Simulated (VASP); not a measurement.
A run of VASP 6.6.1:

Contents of INCAR:

```
SYSTEM = AlN
PREC = Accurate
ENCUT = 520
EDIFF = 1E-8
ISMEAR = -1
SIGMA = 0.02
LREAL = .FALSE.
LASPH = .TRUE.
NELM = 80
ALGO = Normal
ISIF = 2
LWAVE = .FALSE.
LCHARG = .FALSE.
GGA = PS
LEFG = .TRUE.
NBANDS = 16
```

Contents of KPOINTS:

```
regular mesh
0
G
  11 11 6
  0 0 0
```

POSCAR

```
AlN
1.0
    3.0689564278      0.0000000000      0.0000000000
   -1.5344782139      2.6577942296      0.0000000000
    0.0000000000      0.0000000000      4.9107214824
Al N
2 2
Direct
    0.3333333333      0.6666666667      0.0000000000
    0.6666666667      0.3333333333      0.5000000000
    0.3333333333      0.6666666667      0.3850000000
    0.6666666667      0.3333333333      0.8850000000
```

Potentials or basis: VASP PAW PBE potentials, release 64 (Al, N).

The run is started by

```bash
$ cat potpaw_PBE.64/Al/POTCAR potpaw_PBE.64/N/POTCAR > POTCAR
$ mpirun -np 1 vasp_std > vasp.out
```

Hardware: 1 thread of AMD EPYC 7R13 Processor (Zen 3), on a shared host.

Task: Estimate the wall time of this run.

Result: Wall time 27 s on 1 thread of AMD EPYC 7R13 Processor (Zen 3), on a shared host, peak memory 0.14 GiB. Counts: scf iterations 16, k points 64.
